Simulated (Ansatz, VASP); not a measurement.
**Cu in VASP and in Ansatz**

Contents of INCAR:

```
PREC     = Accurate       # precision mode
ENCUT    = 520            # plane-wave cutoff, eV
EDIFF    = 1E-7           # SCF threshold, eV
ISMEAR   = 0              # smearing method
SIGMA    = 0.15           # smearing width, eV
LREAL    = False          # projectors in reciprocal space
LASPH    = True           # aspherical terms in the spheres
NELM     = 100            # most SCF steps
ALGO     = Fast           # electronic algorithm
ISIF     = 2              # what is computed and relaxed
LWAVE    = False          # write WAVECAR
LCHARG   = False          # write CHGCAR
GGA      = PE             # functional
NBANDS   = 18             # bands
```

KPOINTS

```
Automatic mesh
0
Gamma
  20 20 20
```

POSCAR

```
Cu
1.0
    1.2059725292     -4.0851178391      0.0000000000
    1.2059725292      4.0851178391      0.0000000000
    0.0000000000      0.0000000000      2.5480383416
Cu
2
Direct
    0.1340351705      0.8659648295      0.2500000000
    0.8659648295      0.1340351705      0.7500000000
```

Input for Ansatz:

```yaml
crystal:
  lattice:
    - [1.2059725292, -4.0851178391, 0.0]
    - [1.2059725292, 4.0851178391, 0.0]
    - [0.0, 0.0, 2.5480383416]
  atoms:
    - { symbol: Cu, position: [0.1340351705, 0.8659648295, 0.25] }
    - { symbol: Cu, position: [0.8659648295, 0.1340351705, 0.75] }
basis:
  ecutwfc: 520.0
kpoints:
  mp_grid: { grid: [20, 20, 20] }
hamiltonian:
  xc: pbe
  pseudopotentials: { kind: paw, azcp: { folder: soft_1 } }
scf:
  occupations: { method: gaussian, width: 0.15 }
output:
  forces: true
  stress: true
  eigenvalues: true
```

Change from the starting cell: volume 12.553 Å^3 an atom, stretch along a over the lengths across it, relative to the relaxed cell 0.9607.

Alike in both runs: task single point; functional PBE; k mesh 20 × 20 × 20; occupations gaussian, width 0.15 eV; no spin polarisation.

|  | VASP | Ansatz |
| --- | --- | --- |
| version | VASP 6.6.1 | Ansatz 0.2.0 |
| potentials or method | VASP PAW PBE potentials, release 64 (Cu), cutoff 520 eV | scalar-relativistic, plane waves, PAW |
| valence electrons in the cell | 22 | 38 |

|  | VASP | Ansatz | Ansatz less VASP |
| --- | --- | --- | --- |
| gap on the k mesh at the Fermi level (eV) | none | none | - |
| pressure (GPa) | 0.7 | 0.1 | -0.67 |
| traceless stress, the component that is largest in VASP (GPa) | 6.35 | 6.44 | +0.091 |
| rms of the force components (eV/Å) | 0.048 | 0.046 | -0.0022 |

Atom by atom the forces differ by 0.002 eV/Å (rms over components). A gap of «none» marks a metal or a gap that the smearing closes. VASP's potentials hold 22 valence electrons a cell and Ansatz's 38, so a difference there can come from the potentials and not from the codes.
